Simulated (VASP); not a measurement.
Pb: single point with r2SCAN

The system is Pb.

```
CELL_PARAMETERS angstrom
3.57301 0.00000 0.00000
-1.78651 3.09432 0.00000
0.00000 0.00000 5.59980
ATOMIC_POSITIONS crystal
Pb 0.33333 0.66667 0.25000
Pb 0.66666 0.33333 0.75000
```

This isn't the form of Pb at room conditions, which is fcc.

* Program: VASP 6.6.1
* Task: single point
* Functional: r2SCAN
* Potentials or basis: VASP PAW PBE potentials, release 64 (Pb_d)
* Cutoff: 550 eV
* k mesh: 11 × 11 × 6
* Occupations: fermi-dirac, width 0.1 eV
* Spin: no spin polarisation
* Dipole correction: no
* Further INCAR settings: ALGO = Normal; EDIFF = 1e-06; NBANDS = 21

```
Pressure               : 0.1 GPa
Band gap on the k mesh : zero (bands 14 and 15 overlap by 7.02 eV)
```

Stress tensor (GPa, compression positive):
```
-0.78  0.00  0.00
 0.00 -0.78  0.00
 0.00  0.00  1.85
```

Levels at points of the mesh, in eV from the Fermi level:
```
           k point  band 12  band 13  band 14  band 15  band 16  band 17
(0.00, 0.00, 0.00)    -8.05    -4.14     5.22     5.22     7.19     7.19
(0.00, 0.00, 0.50)   -10.80     1.31     1.31     6.16     6.16     6.16
```

It took 18 min on 1 thread of Oxide Virtual Turin-like Processor (shared host), peak memory 0.27 GiB.

Caveat: the PAW data sets were made with another functional, which shifts forces and pressure a little; spin-orbit coupling is left out, which moves the levels of the heavy elements.
